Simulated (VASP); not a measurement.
Crystal: SiC.

```
CELL_PARAMETERS angstrom
0.00000 2.17900 2.17900
2.17900 0.00000 2.17900
2.17900 2.17900 0.00000
ATOMIC_POSITIONS crystal
Si 0.00000 0.00000 0.00000
C 0.75000 0.75000 0.75000
```

| Item | Value |
| --- | --- |
| Program | VASP 6.6.1 |
| Task | relaxation of cell and atoms |
| Functional | PBEsol |
| Dispersion | D3(BJ) |
| Potentials or basis | VASP PAW PBE potentials, release 64 (Si, C) |
| Cutoff | 600 eV |
| k mesh | 10 × 10 × 10 |
| Occupations | fermi-dirac, width 0.05 eV |
| Spin | no spin polarisation |

At the start: pressure -3.8 GPa; volume 10.35 Å³/atom.

How do energy, volume and symmetry change on relaxing?

Over 3 steps the energy falls by 2.1 meV/atom and the volume is 10.17 Å³/atom (-1.7 %); space group F-43m (No. 216, to 0.1 Å) before and after.

The path:
```csv
step,energy change (eV),largest force (eV/Å),pressure (GPa),volume (Å³)
1,0.0000,0.0000,-3.76,20.69
2,0.0007,0.0000,4.31,19.97
3,-0.0042,0.0000,0.00,20.34
```

Final structure:
```cif
data_structure
_symmetry_space_group_name_H-M 'P 1'
_symmetry_Int_Tables_number 1
_cell_length_a 3.0641
_cell_length_b 3.0641
_cell_length_c 3.0641
_cell_angle_alpha 60.000
_cell_angle_beta 60.000
_cell_angle_gamma 60.000
_cell_volume 20.34
loop_
_atom_site_label
_atom_site_type_symbol
_atom_site_fract_x
_atom_site_fract_y
_atom_site_fract_z
_atom_site_occupancy
Si1 Si 0.00000 0.00000 0.00000 1
C1 C 0.75000 0.75000 0.75000 1
```

Caveat: the PAW data sets were made with another functional, which shifts forces and pressure a little.
